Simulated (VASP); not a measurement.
Wanted: the native input for a VASP 6.6.1 run.

```yaml
Task: single point
Functional: PBEsol
Potentials_or_basis: VASP PAW PBE potentials, release 64 (Ti_sv, Te)
Cutoff: 520 eV
k_mesh: 3 × 3 × 2
Occupations: fermi-dirac, width 0.3 eV
Spin: no spin polarisation
Dipole_correction: no
Further_INCAR_settings: ALGO = Normal; EDIFF = 1e-06; NBANDS = 19
```

The structure of TiTe2 lies in POSCAR:

```
TiTe2
1.0
    3.7770000000      0.0000000000      0.0000000000
   -1.8885000000      3.2709779501      0.0000000000
    0.0000000000      0.0000000000      6.4980000000
Ti Te
1 2
Direct
    0.0000000000      0.0000000000      0.0000000000
    0.6666670000      0.3333330000      0.2628000000
    0.3333330000      0.6666670000      0.7372000000
```

These files were run (other wordings do the same):

INCAR

```
PREC     = Accurate       # precision mode
ENCUT    = 520            # plane-wave cutoff, eV
EDIFF    = 1E-6           # SCF threshold, eV
ISMEAR   = -1             # smearing method
SIGMA    = 0.3            # smearing width, eV
LREAL    = F              # projectors in reciprocal space
LASPH    = T              # aspherical terms in the spheres
NELM     = 100            # most SCF steps
ALGO     = Normal         # electronic algorithm
ISIF     = 2              # what is computed and relaxed
LWAVE    = F              # write WAVECAR
LCHARG   = T              # write CHGCAR
GGA      = PS             # functional
LELF     = T              # ELF
LVHAR    = T            
NBANDS   = 19             # bands
```

KPOINTS

```
regular mesh
0
Gamma
  3 3 2
```

Potentials or basis: VASP PAW PBE potentials, release 64 (Ti_sv, Te).

Command:

```console
$ cat potpaw_PBE.64/Ti_sv/POTCAR potpaw_PBE.64/Te/POTCAR > POTCAR
$ mpirun -np 1 vasp_std > vasp.out
```

Results of the run:

The pressure is -1.5 GPa and the largest force is 0.100 eV/Å. The band gap on the k mesh is zero (band 12 reaches 7.26 eV, above the bottom of band 13 at 6.85 eV).

Caveat: the k points lie up to 0.64 Å⁻¹ apart; the PAW data sets were made with another functional, which shifts forces and pressure a little; spin-orbit coupling is left out, which moves the levels of the heavy elements; this functional lacks dispersion, which binds the layers, so the pressure and a relaxed spacing across them are unreliable.

Run time: 10 s on 1 thread of Intel(R) Xeon(R) Platinum 8488C (Sapphire Rapids), on a shared host, peak memory 0.18 GiB.
